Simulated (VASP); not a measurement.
HfC, 2 atoms in the cell. It takes space group Fm-3m (No. 225, cubic). The conventional cell has a = 4.698 Å, b = 4.698 Å, c = 4.698 Å, α = 90.00°, β = 90.00°, γ = 90.00°. Within 3.1 Å of Hf (site symmetry m-3m) lie 6 C at 2.35 Å. C (site symmetry m-3m) has 6 Hf at 2.35 Å within 3.1 Å. 

| Quantity | Value |
| --- | --- |
| Program | VASP 6.6.1 |
| Task | single point |
| Functional | PBEsol |
| Potentials or basis | VASP PAW PBE potentials, release 64 (Hf_pv, C) |
| Cutoff | 520 eV |
| k mesh | 16 × 16 × 16 |
| Occupations | gaussian, width 0.1 eV |
| Spin | no spin polarisation |
| Dipole correction | no |
| Further INCAR settings | ALGO = Normal; EDIFF = 1e-06; NBANDS = 14 |

Potentials or basis: VASP PAW PBE potentials, release 64 (Hf_pv, C).

Run with:

```sh
$ cat potpaw_PBE.64/Hf_pv/POTCAR potpaw_PBE.64/C/POTCAR > POTCAR
$ mpirun -np 1 vasp_std > vasp.out
```

Hardware: 1 thread of Intel Xeon 8259CL, with other jobs on the host.

Problem. Estimate the wall time of this run.

Solution. It took 75 s on 1 thread of Intel Xeon 8259CL, on a shared host, peak memory 0.2 GiB. Counts: scf iterations 12, k points 145.
